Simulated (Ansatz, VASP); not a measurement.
## TiH4 in VASP and in Ansatz

```
Ti H
1.0
     1.70981   -2.78907    0.00000
     1.70981    2.78907    0.00000
     0.00000    0.00000    3.34515
Ti H
1 4
Cartesian
  1.7098 0.0000 1.6726
  1.7098 -1.8930 1.6726
  0.9440 0.0000 0.0000
  2.4756 0.0000 0.0000
  1.7098 1.8930 1.6726
```

Change from the starting cell: species swapped into the FeCl4 type (Cmmm, No. 65).

Alike in both runs: functional PBE; k mesh 12 × 12 × 12; occupations gaussian, width 0.1 eV; no spin polarisation.

Ansatz relaxed the structure, and its values are those at the end. VASP's run is a single point on that final structure, the one shown.

```csv
,VASP,Ansatz
version,VASP 6.6.1,Ansatz 0.2.0
potentials or method,"VASP PAW PBE potentials, release 64 (Ti_sv, H), cutoff 520 eV","scalar-relativistic, plane waves, PAW"
valence electrons in the cell,16,16
```

```tsv
	VASP	Ansatz	Ansatz less VASP
gap on the k mesh at the Fermi level (eV)	none	none	-
pressure (GPa)	-0.1	0.0	+0.10
```

A gap of «none» marks a metal or a gap that the smearing closes. With one functional, cell and mesh, what is left measures potentials, basis and numerics.
